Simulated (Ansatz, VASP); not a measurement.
# One calculation of TiAl3, two programs

```
CELL_PARAMETERS angstrom
2.81167 -0.01966 -0.01866
-0.03241 4.64216 -0.01009
-0.03220 -0.01056 4.93494
ATOMIC_POSITIONS crystal
Ti 0.97326 0.48855 0.17604
Al 0.50336 0.52369 0.67454
Al 0.47355 0.04187 0.30828
Al 0.00481 0.99692 0.84632
```

Change from the starting cell: kmesh displaced: [1, 1, 1] Gamma-centred.

Alike in both runs: task single point; functional PBEsol; k mesh 1 × 1 × 1; occupations gaussian, width 0.1 eV; no spin polarisation.

```csv
,VASP,Ansatz
version,VASP 6.6.1,Ansatz 0.2.0
potentials or method,"VASP PAW PBE potentials, release 64 (Ti_sv, Al), cutoff 520 eV","scalar-relativistic, plane waves, PAW"
valence electrons in the cell,21,21
```

VASP gave:

| Property | Result |
| --- | --- |
| pressure (GPa) | -8.3 |
| traceless stress, the component that is largest in VASP (GPa) | -88.39 |
| rms of the force components (eV/Å) | 1.759 |

Problem. What did Ansatz give for the same quantities?

Solution. Pressure (GPa): -8.1; traceless stress, the component that is largest in VASP (GPa): -88.15; rms of the force components (eV/Å): 1.761.

VASP's potentials were made for PBE, not for PBEsol. Atom by atom the forces differ by 0.004 eV/Å (rms over components).

The k mesh is coarse, so the values compare programs but aren't converged.
